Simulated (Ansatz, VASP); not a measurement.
**Two plane-wave programs on Cu**

```
Cu
1.0
     0.00000    1.73257    1.73257
     1.73257    0.00000    1.73257
     1.73257    1.73257    0.00000
Cu
1
Direct
  0.00000 0.00000 0.00000
```

Alike in both runs: task single point; functional PBEsol; k mesh 25 × 25 × 25; occupations fermi-dirac, width 0.1 eV; no spin polarisation.

|  | VASP | Ansatz |
| --- | --- | --- |
| version | VASP 6.6.1 | Ansatz 0.2.0 |
| potentials or method | VASP PAW PBE potentials, release 64 (Cu), cutoff 520 eV | plane waves (420 eV) with PAW, scalar-relativistic |
| valence electrons in the cell | 11 | 19 |

```csv
,VASP,Ansatz,Ansatz less VASP
pressure (GPa),18.2,17.4,-0.73
```

VASP's potentials were made for PBE, not for PBEsol, and Ansatz warns of the same on its side. The functional is the same, so the differences come from potentials, cutoffs and numerics. VASP's potentials hold 11 valence electrons a cell and Ansatz's 19, so a difference there can come from the potentials and not from the codes.
